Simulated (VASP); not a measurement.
# SrTiO3 (Pm-3m) in VASP: further runs

SrTiO3 is run at these levels: r2SCAN, PBE; tasks: relaxation of cell and atoms, single point.

Program: VASP 6.6.1. These are calculated values, not measurements. Logs are shortened: lines on timing, memory, paths and dates and some standing lists are left out, and cuts for length are marked.

**1. The cell of the first run**

It takes space group Pm-3m (No. 221, cubic). Conventional cell: a = 3.936 Å, b = 3.936 Å, c = 3.936 Å, α = 90.00°, β = 90.00°, γ = 90.00°. Sr (site symmetry m-3m) has 12 O at 2.78 Å and 8 Ti at 3.41 Å within 3.7 Å. Within 2.6 Å of Ti (site symmetry m-3m) lie 6 O at 1.97 Å. Within 2.6 Å of O (site symmetry 4/mmm) lie 2 Ti at 1.97 Å.

**2. Relaxation of cell and atoms, r2SCAN**

Contents of POSCAR:

```
SrTiO3
1.0
    3.9364351340      0.0000000000      0.0000000000
    0.0000000000      3.9364351340      0.0000000000
    0.0000000000      0.0000000000      3.9364351340
Sr Ti O
1 1 3
Direct
    0.0000000000      0.0000000000      0.0000000000
    0.5000000000      0.5000000000      0.5000000000
    0.5000000000      0.0000000000      0.5000000000
    0.5000000000      0.5000000000      0.0000000000
    0.0000000000      0.5000000000      0.5000000000
```

Contents of INCAR.step1:

```
PREC = Accurate
ENCUT = 600
ISMEAR = -1
SIGMA = 0.02
LREAL = False
LASPH = True
NELM = 60
GGA = PE
ALGO = Normal
EDIFF = 1E-4
LWAVE = True
LCHARG = False
```

Contents of INCAR.step2:

```
PREC = Accurate
ENCUT = 600
EDIFF = 1E-6
ISMEAR = -1
SIGMA = 0.02
LREAL = False
LASPH = True
NELM = 60
ALGO = Normal
ISIF = 3
LWAVE = False
LCHARG = False
METAGGA = R2SCAN
LMIXTAU = True
IBRION = 2
NSW = 80
EDIFFG = -0.005
ISTART = 1
```

Contents of KPOINTS:

```
Automatic mesh
0
Gamma
  6 6 6
```

Potentials or basis: VASP PAW PBE potentials, release 64 (Sr_sv, Ti_sv, O).

The run is started by

```sh
cat potpaw_PBE.64/Sr_sv/POTCAR potpaw_PBE.64/Ti_sv/POTCAR potpaw_PBE.64/O/POTCAR > POTCAR
cp INCAR.step1 INCAR
mpirun -np 1 vasp_std > vasp.out
cp INCAR.step2 INCAR
mpirun -np 1 vasp_std > vasp.out
```

OUTCAR:

```text
PREC = Accurate
   ENCUT = 600
   EDIFF = 1E-6
   ISMEAR = -1
   LREAL = False
   LASPH = True
   NELM = 60
   ISIF = 3
   METAGGA = R2SCAN
   IBRION = 2
   NSW = 80
   EDIFFG = -0.005
   ISTART = 1

 ion  position               nearest neighbor table
   1  0.000  0.000  0.000-   3 2.78   4 2.78   5 2.78   3 2.78   5 2.78   4 2.78   5 2.78   5 2.78
                             3 2.78   4 2.78   3 2.78   4 2.78   2 3.41   2 3.41   2 3.41   2 3.41
   2  0.500  0.500  0.500-   3 1.97   4 1.97   5 1.97   4 1.97   3 1.97   5 1.97   1 3.41   1 3.41
                             1 3.41   1 3.41   1 3.41   1 3.41   1 3.41   1 3.41
   3  0.500  0.000  0.500-   2 1.97   2 1.97   1 2.78   1 2.78   1 2.78   1 2.78
   4  0.500  0.500  0.000-   2 1.97   2 1.97   1 2.78   1 2.78   1 2.78   1 2.78
   5  0.000  0.500  0.500-   2 1.97   2 1.97   1 2.78   1 2.78   1 2.78   1 2.78

  LATTYP: Found a simple cubic cell.
 ALAT       =     3.9364351340

  Lattice vectors:

 A1 = (   3.9364351340,   0.0000000000,   0.0000000000)
 A2 = (   0.0000000000,   3.9364351340,   0.0000000000)
 A3 = (   0.0000000000,   0.0000000000,   3.9364351340)

Analysis of symmetry for initial positions (statically):
=====================================================================
 Subroutine PRICEL returns:
 Original cell was already a primitive cell.

 Routine SETGRP: Setting up the symmetry group for a
 simple cubic supercell.

 Subroutine GETGRP returns: Found 48 space group operations
 (whereof 48 operations were pure point group operations)
 out of a pool of 48 trial point group operations.

The static configuration has the point symmetry O_h .

Analysis of symmetry for dynamics (positions and initial velocities):
=====================================================================
 Subroutine PRICEL returns:
 Original cell was already a primitive cell.

 Routine SETGRP: Setting up the symmetry group for a
 simple cubic supercell.

 Subroutine GETGRP returns: Found 48 space group operations
 (whereof 48 operations were pure point group operations)
 out of a pool of 48 trial point group operations.

The dynamic configuration has the point symmetry O_h .

 Subroutine INISYM returns: Found 48 space group operations
 (whereof 48 operations are pure point group operations),
 and found     1 'primitive' translations

----------------------------------------------------------------------------------------

                                     Primitive cell

  volume of cell :      60.9971

  direct lattice vectors                    reciprocal lattice vectors
     3.936435134  0.000000000  0.000000000     0.254036956  0.000000000  0.000000000
     0.000000000  3.936435134  0.000000000     0.000000000  0.254036956  0.000000000
     0.000000000  0.000000000  3.936435134     0.000000000  0.000000000  0.254036956

  length of vectors
     3.936435134  3.936435134  3.936435134     0.254036956  0.254036956  0.254036956

  position of ions in fractional coordinates (direct lattice)
     0.000000000  0.000000000  0.000000000
     0.500000000  0.500000000  0.500000000
     0.500000000  0.000000000  0.500000000
     0.500000000  0.500000000  0.000000000
     0.000000000  0.500000000  0.500000000

  ion indices of the primitive-cell ions
   primitive index   ion index
                 1           1
                 2           2
                 3           3
                 4           4
                 5           5

----------------------------------------------------------------------------------------

 KPOINTS: Automatic mesh

Automatic generation of k-mesh.
 Grid dimensions read from file:
 generate k-points for:    6    6    6

 Generating k-lattice:

  Cartesian coordinates                     Fractional coordinates (reciprocal lattice)
     0.042339493  0.000000000  0.000000000     0.166666667  0.000000000  0.000000000
     0.000000000  0.042339493  0.000000000     0.000000000  0.166666667  0.000000000
     0.000000000  0.000000000  0.042339493     0.000000000  0.000000000  0.166666667

  Length of vectors
     0.042339493  0.042339493  0.042339493

  Shift w.r.t. Gamma in fractional coordinates (k-lattice)
     0.000000000  0.000000000  0.000000000

 Subroutine IBZKPT returns following result:
 ===========================================

 Found     20 irreducible k-points:

 Following reciprocal coordinates:
            Coordinates               Weight
  0.000000  0.000000  0.000000      1.000000
  0.166667  0.000000  0.000000      6.000000
  0.333333  0.000000  0.000000      6.000000
  0.500000  0.000000  0.000000      3.000000
  0.166667  0.166667  0.000000     12.000000
  0.333333  0.166667  0.000000     24.000000
[... 12 lines left out ...]
  0.500000  0.500000  0.333333      6.000000
  0.500000  0.500000  0.500000      1.000000
   k-points           NKPTS =     20   k-points in BZ     NKDIM =     20   number of bands    NBANDS=     24
   number of dos      NEDOS =    301   number of ions     NIONS =      5
   total plane-waves  NPLWV =  32768
   dimension x,y,z NGX =    32 NGY =   32 NGZ =   32
   dimension x,y,z NGXF=    64 NGYF=   64 NGZF=   64
   ions per type =               1   1   3
   NGX,Y,Z   is equivalent  to a cutoff of  13.51, 13.51, 13.51 a.u.
   NGXF,Y,Z  is equivalent  to a cutoff of  27.03, 27.03, 27.03 a.u.
 SYSTEM =  unknown system
   PREC   = accura    normal or accurate (medium, high low for compatibility)
   ISTART =      1    job   : 0-new  1-cont  2-samecut
   ICHARG =      0    charge: 1-file 2-atom 10-const
   ISPIN  =      1    spin polarized calculation?
   LNONCOLLINEAR =      F non collinear calculations
   LSORBIT =      F    spin-orbit coupling
   LASPH  =      T    aspherical Exc in radial PAW
   ENCUT  =  600.0 eV  44.10 Ry    6.64 a.u.   7.86  7.86  7.86*2*pi/ulx,y,z
   NELM   =     60;   NELMIN=  2; NELMDL=  0     # of ELM steps
   EDIFF  = 0.1E-05   stopping-criterion for ELM
   LREAL  =      F    real-space projection
   EDIFFG = -.5E-02   stopping-criterion for IOM
   NSW    =     80    number of steps for IOM
   IBRION =      2    ionic relax: 0-MD 1-quasi-New 2-CG
   NFREE  =      1    steps in history (QN), initial steepest desc. (CG)
   ISIF   =      3    stress and relaxation
   ISYM   =      2    0-nonsym 1-usesym 2-fastsym
   POTIM  = 0.5000    time-step for ionic-motion
   TEBEG  =    0.0;   TEEND  =   0.0 temperature during run
   PSTRESS=    0.0 pullay stress
   NELECT =      40.0000    total number of electrons
   NUPDOWN=      -1.0000    fix difference up-down
   EMIN   =  10.00;   EMAX   =-10.00  energy-range for DOS
   EFERMI =   0.00;   METHOD = LEGACY
   ISMEAR =    -1;   SIGMA  =   0.02  broadening in eV -4-tet -1-fermi 0-gaus
   EFERMI_NEDOS =   21; number of points for ismear=-14 and -15
   IALGO  =     38    algorithm
   IMIX   =      4    mixing-type and parameters
     AMIX     =   0.40;   BMIX     =  1.00
     AMIX_MAG =   1.60;   BMIX_MAG =  1.00
  volume/ion in A,a.u.               =      12.20        82.33
  Fermi-wavevector in a.u.,A,eV,Ry     =   1.422302  2.687760 27.523799  2.022942
  Thomas-Fermi vector in A             =   2.543020
   LORBIT       =      0    0 simple, 1 ext, 2 COOP (PROOUT), +10 PAW based schemes
   METAGGA = R2SCAN    functional components
   LHFCALC =     F    Hartree Fock is set to
   AEXX    =    0.0000 exact exchange contribution
   IVDW    =     0    specifies the selected vdW correction
   LEPSILON=     F    determine dielectric tensor
   LRPA    =     F    only Hartree local field effects (RPA)
 conjugate gradient relaxation of ions
 non-spin polarized calculation
  energy-cutoff  :      600.00
  volume of cell :       61.00
 maximum number of plane-waves:      2054
 NGX is ok and might be reduce to    32
   NGX = 15   NGY = 15   NGZ = 15

--------------------------------------- Ionic step        1  -------------------------------------------

 number of electron      39.9999974 magnetization

 Free energy of the ion-electron system (eV)
  ---------------------------------------------------
  ext. energy  EPLUGINS =         0.00000000
  ---------------------------------------------------
  free energy    TOTEN  =       -63.32926558 eV

  energy without entropy =      -63.32926558  energy(sigma->0) =      -63.32926558

------------------------ aborting loop because EDIFF is reached ----------------------------------------

  FORCE on cell =-STRESS in cart. coord.  units (eV):
  Direction    XX          YY          ZZ          XY          YZ          ZX
  --------------------------------------------------------------------------------------
  -------------------------------------------------------------------------------------
  Total       -1.2788945     -1.2788945     -1.2788945      0.0000000      0.0000000     -0.0000000
  in kB      -33.5920103    -33.5920103    -33.5920103      0.0000000      0.0000000     -0.0000000
  external PRESSURE =     -33.5920103 kB  Pullay stress =       0.0000000 kB
[... 63 lines left out ...]
  energy  without entropy=      -63.3289092207  energy(sigma->0) =      -63.32890922

--------------------------------------- Ionic step        3  -------------------------------------------

 number of electron      39.9999977 magnetization

 Free energy of the ion-electron system (eV)
  ---------------------------------------------------
  ext. energy  EPLUGINS =         0.00000000
  ---------------------------------------------------
  free energy    TOTEN  =       -63.34128029 eV

  energy without entropy =      -63.34128029  energy(sigma->0) =      -63.34128029

 E-fermi :   4.3865     XC(G=0): -11.9021

 val. band max:        3.8024651078   @ k =   0.5000   0.5000   0.5000
 cond. band min:       6.0670771745   @ k =   0.0000   0.0000   0.0000
 fundamental gap:      2.2646120667
 Fermi energy:         4.3865208368

 k-point     1 :       0.0000    0.0000    0.0000
  band No.  band energies     occupation
      1     -54.8958      2.00000
      2     -30.0893      2.00000
      3     -30.0893      2.00000
      4     -30.0893      2.00000
      5     -30.0830      2.00000
      6     -14.5958      2.00000
[... 561 lines left out ...]
  FREE ENERGIE OF THE ION-ELECTRON SYSTEM (eV)
  ---------------------------------------------------
  free  energy   TOTEN  =       -63.3412802892 eV

  energy  without entropy=      -63.3412802892  energy(sigma->0) =      -63.34128029

 reached required accuracy - stopping structural energy minimisation
```

Wall time 5 min (1 thread of AMD EPYC 7R13 (Zen 3), shared host); peak memory 0.19 GiB.

Results:

- Free energy: -63.3413 eV
- Relaxed volume: 11.97 Å³/atom
- Relaxed cell: a = 3.912 Å, b = 3.912 Å, c = 3.912 Å, α = 90.00°, β = 90.00°, γ = 90.00°
- Space group after relaxing (to 0.05 Å): Pm-3m (No. 221)
- Energy gained by relaxing: 2.4 meV/atom
- Ionic steps: 3
- Pressure after relaxing: 0.0 GPa
- Band gap on the k mesh: 2.26 eV, indirect (least direct gap 2.65 eV)

Step by step:
```
step  energy change (eV)  largest force (eV/Å)  pressure (GPa)  volume (Å³)
   1              0.0000                0.0000           -3.36        61.00
   2              0.0004                0.0000            3.67        58.77
   3             -0.0120                0.0000           -0.01        59.87
```

Final structure:
```cif
data_structure
_symmetry_space_group_name_H-M 'P 1'
_symmetry_Int_Tables_number 1
_cell_length_a 3.9121
_cell_length_b 3.9121
_cell_length_c 3.9121
_cell_angle_alpha 90.000
_cell_angle_beta 90.000
_cell_angle_gamma 90.000
_cell_volume 59.87
loop_
_atom_site_label
_atom_site_type_symbol
_atom_site_fract_x
_atom_site_fract_y
_atom_site_fract_z
_atom_site_occupancy
Sr1 Sr 0.00000 0.00000 0.00000 1
Ti1 Ti 0.50000 0.50000 0.50000 1
O1 O 0.50000 0.00000 0.50000 1
O2 O 0.50000 0.50000 0.00000 1
O3 O 0.00000 0.50000 0.50000 1
```

Levels at points of the mesh, in eV from the valence-band top:
```csv
k point,band 17,band 18,band 19,band 20,band 21,band 22,band 23,band 24
"(0.00, 0.00, 0.00)",-1.20,-0.39,-0.39,-0.39,2.26,2.26,2.26,4.56
"(0.50, 0.00, 0.00)",-2.35,-1.99,-0.77,-0.77,2.42,4.15,4.15,4.57
"(0.50, 0.50, 0.00)",-1.80,-1.60,-1.60,-0.09,4.16,4.16,4.64,5.60
"(0.50, 0.50, 0.50)",-3.78,0.00,0.00,0.00,4.85,4.85,4.85,7.61
```

Caveat: the PAW data sets were made with another functional, which shifts forces and pressure a little.

**3. Single point, PBE, non-collinear spin, zero start, spin-orbit coupling**

This run uses another cell than the first one, of 11.93 Å³/atom, 0.978 times its volume.

Contents of INCAR:

```
  ALGO = Normal
  EDIFF = 1E-6
  ENCUT = 520
  GGA = PE
  GGA_COMPAT = False
  ISIF = 2
  ISMEAR = 0
  LASPH = True
  LCHARG = True
  LMAXMIX = 4
  LORBIT = 11
  LORBMOM = True
  LREAL = False
  LSORBIT = True
  LVHAR = True
  LWAVE = False
  MAGMOM = 0 0 0 0 0 0 0 0 0 0 0 0 0 0 0
  NBANDS = 55
  NELM = 150
  PREC = Accurate
  SIGMA = 0.01
```

Contents of KPOINTS:

```
k-points
0
Gamma
  6 6 6
```

POSCAR, as its differences from that of step 2:

```diff
@@ -2,5 +2,5 @@
 1.0
-    3.9364351340      0.0000000000      0.0000000000
-    0.0000000000      3.9364351340      0.0000000000
-    0.0000000000      0.0000000000      3.9364351340
+    3.9068515418      0.0000000000      0.0000000000
+    0.0000000000      3.9068515418      0.0000000000
+    0.0000000000      0.0000000000      3.9068515418
 Sr Ti O
```

Potentials or basis: VASP PAW PBE potentials, release 64 (Sr_sv, Ti_sv, O).

The run is started by

```sh
cat potpaw_PBE.64/Sr_sv/POTCAR potpaw_PBE.64/Ti_sv/POTCAR potpaw_PBE.64/O/POTCAR > POTCAR
mpirun -np 1 vasp_ncl > vasp.out
```

It took 2.7 min on 1 thread of AMD EPYC 7R13 (Zen 3), shared host; peak memory 0.3 GiB.

The run converged. Its results:

```yaml
Free_energy: -40.1705 eV
Pressure: 4.7 GPa
Net_moment: 0.00 μB per cell
Valence_electrons_inside_the_program's_atomic_spheres: Sr 8.02; Ti 10.31; O 5.06
```

Moments on the atoms (μB; x, y, z):
```
Sr  0.00 0.00 0.00
Ti  0.00 0.00 0.00
O   0.00 0.00 0.00
O   0.00 0.00 0.00
O   0.00 0.00 0.00
```
